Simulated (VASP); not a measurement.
As, a slab with vacuum:

```
CELL_PARAMETERS angstrom
4.80734 0.00000 0.00000
0.00000 3.63390 0.00000
0.00000 0.00000 28.27037
ATOMIC_POSITIONS crystal
As 0.07604 0.00000 0.37773
As 0.42396 0.50000 0.37773
As 0.57604 0.50000 0.29435
As 0.92396 0.00000 0.29435
```

Base run:

* Program: VASP 6.6.1
* Functional: r2SCAN
* Potentials or basis: VASP PAW PBE potentials, release 64 (As)
* Cutoff: 520 eV
* k mesh: 4 × 6 × 1
* Occupations: gaussian, width 0.01 eV
* Spin: no spin polarisation

Its results: band gap on the k mesh 1.13 eV, direct; largest force 0.046 eV/Å.

The run is repeated on the same cell with these changes: functional from r2SCAN to PBE; further incar settings from ALGO = Normal; EDIFF = 1e-07; NBANDS = 18 to ALGO = Normal; EDIFF = 1e-06; NBANDS = 18. What comes out?

Band gap on the k mesh 0.91 eV, direct; largest force 0.405 eV/Å.

Caveats: the PAW data sets were made with another functional, which shifts forces and pressure a little (some runs).

A k mesh can miss the band edges.
